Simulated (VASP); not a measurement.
Input of a VASP 6.6.1 run:

File POSCAR:

```
SnO2
1.0
    5.0252043618      0.0000000000      0.0000000000
    0.0000000000      5.0252043618      0.0000000000
    0.0000000000      0.0000000000      2.8719218350
Sn O
2 4
Direct
    0.0000000000      0.0000000000      0.0000000000
    0.5000000000      0.5000000000      0.5000000000
    0.3058934984      0.3058934984      0.0000000000
    0.1941065016      0.8058934984      0.5000000000
    0.6941065016      0.6941065016      0.0000000000
    0.8058934984      0.1941065016      0.5000000000
```

Contents of INCAR.step1:

```
ALGO = Normal
EDIFF = 1E-4
ENCUT = 520
GGA = PE
ISMEAR = 0
LASPH = True
LCHARG = False
LREAL = False
LWAVE = True
NBANDS = 35
NELM = 80
PREC = Accurate
SIGMA = 0.05
```

Contents of INCAR.step2:

```
ALGO = Normal
EDIFF = 1E-6
ENCUT = 520
ISIF = 2
ISMEAR = 0
ISTART = 1
LASPH = True
LCHARG = False
LMIXTAU = True
LREAL = False
LWAVE = False
METAGGA = R2SCAN
NBANDS = 35
NELM = 80
PREC = Accurate
SIGMA = 0.05
```

The input KPOINTS:

```
k-points
0
Gamma
  6 6 10
```

Potentials or basis: VASP PAW PBE potentials, release 64 (Sn_d, O).

Run with:

```sh
$ cat potpaw_PBE.64/Sn_d/POTCAR potpaw_PBE.64/O/POTCAR > POTCAR
$ cp INCAR.step1 INCAR
$ mpirun -np 1 vasp_std > vasp.out
$ cp INCAR.step2 INCAR
$ mpirun -np 1 vasp_std > vasp.out
```

Question: Predict the band gap on the k mesh.

Answer: 2.30 eV.

Question: Predict the pressure.

Answer: 11.9 GPa.

Question: What does it give for the largest force?

Answer: 0.600 eV/Å.

Forces in eV/Å, atoms in the order of the input:
```
Sn   0.000  0.000  0.000
Sn   0.000  0.000  0.000
O   -0.424 -0.424  0.000
O    0.424 -0.424  0.000
O    0.424  0.424  0.000
O   -0.424  0.424  0.000
```

Caveat: the cell stands under pressure; the PAW data sets were made with another functional, which shifts forces and pressure a little; spin-orbit coupling is left out, which moves the levels of the heavy elements. A k mesh can miss the band edges.
